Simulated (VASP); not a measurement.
# ZnS (P1) in VASP: single point with r2SCAN

Aim: the single point of ZnS with r2SCAN.

Everything below comes from runs of VASP 6.6.1. Logs are shortened: lines on timing, memory, paths and dates and some standing lists are left out, and cuts for length are marked.

**1. The cell of the first run**

The typed cell holds 8 atoms: a = 5.409 Å, b = 5.409 Å, c = 5.409 Å, α = 90.00°, β = 90.00°, γ = 90.00°.

**2. Single point, r2SCAN (atoms moved at random)**

Contents of POSCAR:

```
ZnS
1.0
    5.4093000000      0.0000000000      0.0000000000
    0.0000000000     -5.4093000000      0.0000000000
    0.0000000000      0.0000000000     -5.4093000000
Zn S
4 4
Direct
    0.0004879898      0.5039224185      0.5009099632
    0.5012738661     -0.0050795255      0.5012499237
    0.5070867498      0.4935563449      0.0023542020
   -0.0058375347      0.0043864421      0.0044985801
    0.7447195332      0.7548525505      0.7431114095
    0.2566858554      0.2479247017      0.7519350838
    0.2502301723      0.7481872912      0.2479680439
    0.7453533681      0.2522497766      0.2479727937
```

Contents of INCAR.step1:

```
PREC = Accurate ; ENCUT = 520
ISMEAR = 0 ; SIGMA = 0.05
LREAL = False ; LASPH = True
NELM = 100 ; NBANDS = 46
GGA = PE ; ALGO = Normal
EDIFF = 1E-4 ; LWAVE = True
LCHARG = False
```

Contents of INCAR.step2:

```
PREC = Accurate ; ENCUT = 520
EDIFF = 1E-6 ; ISMEAR = 0
SIGMA = 0.05 ; LREAL = False
LASPH = True ; NELM = 100
ALGO = Normal ; ISIF = 2
LWAVE = False ; LCHARG = False
METAGGA = R2SCAN ; LMIXTAU = True
NBANDS = 46 ; ISTART = 1
```

Contents of KPOINTS:

```
regular mesh
0
Gamma
  4 4 4
```

Potentials or basis: VASP PAW PBE potentials, release 64 (Zn, S).

Command:

```bash
$ cat potpaw_PBE.64/Zn/POTCAR potpaw_PBE.64/S/POTCAR > POTCAR
$ cp INCAR.step1 INCAR
$ mpirun -np 1 vasp_std > vasp.out
$ cp INCAR.step2 INCAR
$ mpirun -np 1 vasp_std > vasp.out
```

OUTCAR:

```text
PREC = Accurate
   ENCUT = 520
   EDIFF = 1E-6
   ISMEAR = 0
   LREAL = False
   LASPH = True
   NELM = 100
   ISIF = 2
   METAGGA = R2SCAN
   ISTART = 1

 ion  position               nearest neighbor table
   1  0.000  0.504  0.501-   7 2.33   5 2.34   8 2.37   6 2.38
   2  0.501  0.995  0.501-   5 2.27   6 2.34   7 2.35   8 2.36
   3  0.507  0.494  0.002-   8 2.26   6 2.33   7 2.36   5 2.37
   4  0.994  0.004  0.004-   8 2.31   7 2.36   6 2.37   5 2.38
   5  0.745  0.755  0.743-   2 2.27   1 2.34   3 2.37   4 2.38
   6  0.257  0.248  0.752-   3 2.33   2 2.34   4 2.37   1 2.38
   7  0.250  0.748  0.248-   1 2.33   2 2.35   4 2.36   3 2.36
   8  0.745  0.252  0.248-   3 2.26   4 2.31   2 2.36   1 2.37

  LATTYP: Found a simple cubic cell.
 ALAT       =     5.4093000000

  Lattice vectors:

 A1 = (   5.4093000000,   0.0000000000,   0.0000000000)
 A2 = (   0.0000000000,  -5.4093000000,   0.0000000000)
 A3 = (   0.0000000000,   0.0000000000,  -5.4093000000)

Analysis of symmetry for initial positions (statically):
=====================================================================
 Subroutine PRICEL returns:
 Original cell was already a primitive cell.

 Routine SETGRP: Setting up the symmetry group for a
 simple cubic supercell.

 Subroutine GETGRP returns: Found  1 space group operations
 (whereof  1 operations were pure point group operations)
 out of a pool of 48 trial point group operations.

The static configuration has the point symmetry C_1 .

Analysis of symmetry for dynamics (positions and initial velocities):
=====================================================================
 Subroutine PRICEL returns:
 Original cell was already a primitive cell.

 Routine SETGRP: Setting up the symmetry group for a
 simple cubic supercell.

 Subroutine GETGRP returns: Found  1 space group operations
 (whereof  1 operations were pure point group operations)
 out of a pool of 48 trial point group operations.

The dynamic configuration has the point symmetry C_1 .

 Subroutine INISYM returns: Found  1 space group operations
 (whereof  1 operations are pure point group operations),
 and found     1 'primitive' translations

----------------------------------------------------------------------------------------

                                     Primitive cell

  volume of cell :     158.2790

  direct lattice vectors                    reciprocal lattice vectors
     5.409300000  0.000000000  0.000000000     0.184866803  0.000000000  0.000000000
     0.000000000 -5.409300000  0.000000000     0.000000000 -0.184866803  0.000000000
     0.000000000  0.000000000 -5.409300000     0.000000000  0.000000000 -0.184866803

  length of vectors
     5.409300000  5.409300000  5.409300000     0.184866803  0.184866803  0.184866803

  position of ions in fractional coordinates (direct lattice)
     0.000487990  0.503922418  0.500909963
     0.501273866  0.994920474  0.501249924
     0.507086750  0.493556345  0.002354202
     0.994162465  0.004386442  0.004498580
     0.744719533  0.754852550  0.743111410
     0.256685855  0.247924702  0.751935084
     0.250230172  0.748187291  0.247968044
     0.745353368  0.252249777  0.247972794

  ion indices of the primitive-cell ions
   primitive index   ion index
                 1           1
                 2           2
                 3           3
                 4           4
                 5           5
                 6           6
                 7           7
                 8           8

----------------------------------------------------------------------------------------

 KPOINTS: regular mesh

Automatic generation of k-mesh.
 Grid dimensions read from file:
 generate k-points for:    4    4    4

 Generating k-lattice:

  Cartesian coordinates                     Fractional coordinates (reciprocal lattice)
     0.046216701  0.000000000  0.000000000     0.250000000  0.000000000  0.000000000
     0.000000000 -0.046216701  0.000000000     0.000000000  0.250000000  0.000000000
     0.000000000  0.000000000 -0.046216701     0.000000000  0.000000000  0.250000000

  Length of vectors
     0.046216701  0.046216701  0.046216701

  Shift w.r.t. Gamma in fractional coordinates (k-lattice)
     0.000000000  0.000000000  0.000000000

 Subroutine IBZKPT returns following result:
 ===========================================

 Found     36 irreducible k-points:

 Following reciprocal coordinates:
            Coordinates               Weight
  0.000000  0.000000  0.000000      1.000000
  0.250000  0.000000  0.000000      2.000000
  0.000000  0.250000  0.000000      2.000000
  0.000000  0.000000  0.250000      2.000000
  0.500000  0.000000  0.000000      1.000000
  0.000000  0.500000  0.000000      1.000000
[... 16 lines left out ...]
  0.250000  0.250000  0.250000      2.000000
 -0.250000  0.250000  0.250000      2.000000
 [... further k-points ...]
   k-points           NKPTS =     36   k-points in BZ     NKDIM =     36   number of bands    NBANDS=     46
   number of dos      NEDOS =    301   number of ions     NIONS =      8
   total plane-waves  NPLWV =  64000
   dimension x,y,z NGX =    40 NGY =   40 NGZ =   40
   dimension x,y,z NGXF=    80 NGYF=   80 NGZF=   80
   ions per type =               4   4
   NGX,Y,Z   is equivalent  to a cutoff of  12.29, 12.29, 12.29 a.u.
   NGXF,Y,Z  is equivalent  to a cutoff of  24.59, 24.59, 24.59 a.u.
 SYSTEM =  unknown system
   PREC   = accura    normal or accurate (medium, high low for compatibility)
   ISTART =      1    job   : 0-new  1-cont  2-samecut
   ICHARG =      0    charge: 1-file 2-atom 10-const
   ISPIN  =      1    spin polarized calculation?
   LNONCOLLINEAR =      F non collinear calculations
   LSORBIT =      F    spin-orbit coupling
   LASPH  =      T    aspherical Exc in radial PAW
   ENCUT  =  520.0 eV  38.22 Ry    6.18 a.u.  10.06 10.06 10.06*2*pi/ulx,y,z
   NELM   =    100;   NELMIN=  2; NELMDL=  0     # of ELM steps
   EDIFF  = 0.1E-05   stopping-criterion for ELM
   LREAL  =      F    real-space projection
   EDIFFG = 0.1E-04   stopping-criterion for IOM
   NSW    =      0    number of steps for IOM
   IBRION =     -1    ionic relax: 0-MD 1-quasi-New 2-CG
   NFREE  =      0    steps in history (QN), initial steepest desc. (CG)
   ISIF   =      2    stress and relaxation
   ISYM   =      2    0-nonsym 1-usesym 2-fastsym
   POTIM  = 0.5000    time-step for ionic-motion
   TEBEG  =    0.0;   TEEND  =   0.0 temperature during run
   PSTRESS=    0.0 pullay stress
   NELECT =      72.0000    total number of electrons
   NUPDOWN=      -1.0000    fix difference up-down
   EMIN   =  10.00;   EMAX   =-10.00  energy-range for DOS
   EFERMI =   0.00;   METHOD = LEGACY
   ISMEAR =     0;   SIGMA  =   0.05  broadening in eV -4-tet -1-fermi 0-gaus
   EFERMI_NEDOS =   21; number of points for ismear=-14 and -15
   IALGO  =     38    algorithm
   IMIX   =      4    mixing-type and parameters
     AMIX     =   0.40;   BMIX     =  1.00
     AMIX_MAG =   1.60;   BMIX_MAG =  1.00
  volume/ion in A,a.u.               =      19.78       133.51
  Fermi-wavevector in a.u.,A,eV,Ry     =   1.259055  2.379268 21.568210  1.585219
  Thomas-Fermi vector in A             =   2.392634
   LORBIT       =      0    0 simple, 1 ext, 2 COOP (PROOUT), +10 PAW based schemes
   METAGGA = R2SCAN    functional components
   LHFCALC =     F    Hartree Fock is set to
   AEXX    =    0.0000 exact exchange contribution
   IVDW    =     0    specifies the selected vdW correction
   LEPSILON=     F    determine dielectric tensor
   LRPA    =     F    only Hartree local field effects (RPA)
 non-spin polarized calculation
 Gauss-broadening in eV      SIGMA  =   0.05
  energy-cutoff  :      520.00
  volume of cell :      158.28
 maximum number of plane-waves:      4337
   NGX = 21   NGY = 21   NGZ = 21

 number of electron      71.9999989 magnetization

 Free energy of the ion-electron system (eV)
  ---------------------------------------------------
  ext. energy  EPLUGINS =         0.00000000
  ---------------------------------------------------
  free energy    TOTEN  =       -75.40137252 eV

  energy without entropy =      -75.40137252  energy(sigma->0) =      -75.40137252

 E-fermi :   2.0752     XC(G=0): -10.2684

 val. band max:        1.8232120025   @ k =   0.0000   0.0000   0.0000
 cond. band min:       4.4594417055   @ k =   0.0000   0.0000   0.0000
 fundamental gap:      2.6362297030
 Fermi energy:         2.0752431155

 k-point     1 :       0.0000    0.0000    0.0000
  band No.  band energies     occupation
      1     -11.8623      2.00000
      2     -10.6893      2.00000
      3     -10.5866      2.00000
      4     -10.5132      2.00000
      5      -4.7448      2.00000
      6      -4.7086      2.00000
[... 38 lines left out ...]
     45       8.7106      0.00000
     46       8.7278      0.00000

 k-point     2 :       0.2500    0.0000    0.0000
  band No.  band energies     occupation
      1     -11.7070      2.00000
      2     -10.8099      2.00000
      3     -10.6736      2.00000
      4     -10.5114      2.00000
      5      -4.7522      2.00000
      6      -4.6795      2.00000
[... 38 lines left out ...]
     45       9.3584      0.00000
     46       9.3719      0.00000

 k-point     3 :       0.0000    0.2500    0.0000
  band No.  band energies     occupation
      1     -11.7049      2.00000
      2     -10.8458      2.00000
      3     -10.5850      2.00000
      4     -10.5662      2.00000
      5      -4.7314      2.00000
      6      -4.7138      2.00000
[... 1018 lines left out ...]
     45       9.2935      0.00000
     46       9.3754      0.00000

 k-point    24 :      -0.2500    0.2500    0.2500
  band No.  band energies     occupation
      1     -11.4401      2.00000
      2     -10.8555      2.00000
      3     -10.7567      2.00000
      4     -10.6807      2.00000
      5      -4.6754      2.00000
      6      -4.6275      2.00000
[... 38 lines left out ...]
     45       9.2928      0.00000
     46       9.4048      0.00000

 [... further k-points ...]

------------------------ aborting loop because EDIFF is reached ----------------------------------------

  FORCE on cell =-STRESS in cart. coord.  units (eV):
  Direction    XX          YY          ZZ          XY          YZ          ZX
  --------------------------------------------------------------------------------------
  -------------------------------------------------------------------------------------
  Total       -0.6670277     -0.7287961     -0.6141347      0.6268473     -0.2724488     -0.3231409
  in kB       -6.7519812     -7.3772316     -6.2165726      6.3452560     -2.7578601     -3.2709902
  external PRESSURE =      -6.7819285 kB  Pullay stress =       0.0000000 kB

 VOLUME and BASIS-vectors are now :
 -----------------------------------------------------------------------------
  energy-cutoff  :      520.00
  volume of cell :      158.28
      direct lattice vectors                 reciprocal lattice vectors
     5.409300000  0.000000000  0.000000000     0.184866803  0.000000000  0.000000000
     0.000000000 -5.409300000  0.000000000     0.000000000 -0.184866803  0.000000000
     0.000000000  0.000000000 -5.409300000     0.000000000  0.000000000 -0.184866803

 POSITION                                       TOTAL-FORCE (eV/Angst)
 -----------------------------------------------------------------------------------
      0.00264     -2.72587     -2.70957         0.100127      0.123340     -0.061894
      2.71154     -5.38182     -2.71141        -0.281692     -0.202057      0.238474
      2.74298     -2.66979     -0.01273        -0.294923     -0.365759      0.270795
      5.37772     -0.02373     -0.02433         0.205944      0.145023      0.218959
      4.02841     -4.08322     -4.01971         0.399660      0.312822     -0.471588
      1.38849     -1.34110     -4.06744        -0.408547     -0.087188      0.111891
      1.35357     -4.04717     -1.34133        -0.050213     -0.065488      0.088630
      4.03184     -1.36449     -1.34136         0.329643      0.139308     -0.395267
 -----------------------------------------------------------------------------------
    total drift:                                0.010872      0.002423      0.014285

  FREE ENERGIE OF THE ION-ELECTRON SYSTEM (eV)
  ---------------------------------------------------
  free  energy   TOTEN  =       -75.4013725189 eV

  energy  without entropy=      -75.4013725189  energy(sigma->0) =      -75.40137252
```

It took 7.1 min on 1 thread of Intel Xeon Platinum 8488C (Sapphire Rapids), shared host; peak memory 0.38 GiB.

Results:

```
Free energy            : -75.4014 eV
Pressure               : -0.7 GPa
Largest force          : 0.693 eV/Å
Band gap on the k mesh : 2.64 eV
```

Forces in eV/Å, atoms in the order of the input:
```
Zn   0.100  0.123 -0.062
Zn  -0.282 -0.202  0.238
Zn  -0.295 -0.366  0.271
Zn   0.206  0.145  0.219
S    0.400  0.313 -0.472
S   -0.409 -0.087  0.112
S   -0.050 -0.065  0.089
S    0.330  0.139 -0.395
```

Stress tensor (GPa, compression positive):
```
-0.68  0.63 -0.33
 0.63 -0.74 -0.28
-0.33 -0.28 -0.62
```

Caveat: the cell differs from its parent crystal (atoms moved at random); the PAW data sets were made with another functional, which shifts forces and pressure a little.
